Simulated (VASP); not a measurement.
A run of VASP 6.6.1:

POSCAR

```
MgB2
1.0
    3.0850000000      0.0000000000      0.0000000000
   -1.5425000000      2.6716883707      0.0000000000
    0.0000000000      0.0000000000      3.5230000000
Mg B
1 2
Direct
    0.0000000000      0.0000000000      0.0000000000
    0.6666666667      0.3333333333      0.5000000000
    0.3333333333      0.6666666667      0.5000000000
```

Contents of INCAR.step1:

```
SYSTEM = MgB2
ALGO = Normal
EDIFF = 1E-5
ENCUT = 520
GGA = PE
ISIF = 2
ISMEAR = 1
LASPH = .TRUE.
LCHARG = .FALSE.
LREAL = .FALSE.
LWAVE = .TRUE.
NBANDS = 11
NELM = 100
PREC = Accurate
SIGMA = 0.05
```

File INCAR.step2:

```
SYSTEM = MgB2
ALGO = Normal
EDIFF = 1E-7
ENCUT = 520
GGA = PE
HFSCREEN = 0.2079
ISIF = 2
ISMEAR = 1
ISTART = 1
LASPH = .TRUE.
LCHARG = .FALSE.
LHFCALC = .TRUE.
LREAL = .FALSE.
LWAVE = .FALSE.
NBANDS = 11
NELM = 100
PREC = Accurate
PRECFOCK = Normal
SIGMA = 0.05
```

Contents of KPOINTS:

```
k-points
0
G
  5 5 4
  0 0 0
```

Potentials or basis: VASP PAW PBE potentials, release 64 (Mg, B).

Command:

```sh
$ cat potpaw_PBE.64/Mg/POTCAR potpaw_PBE.64/B/POTCAR > POTCAR
$ cp INCAR.step1 INCAR
$ mpirun -np 1 vasp_std > vasp.out
$ cp INCAR.step2 INCAR
$ mpirun -np 1 vasp_std > vasp.out
```

Hardware: 1 thread of Intel Xeon 8259CL, on a shared host.

Question: Estimate the wall time of this run.

Answer: Run time: 5.9 min on 1 thread of Intel Xeon 8259CL (shared host), peak memory 0.25 GiB. Counts: k points 15.
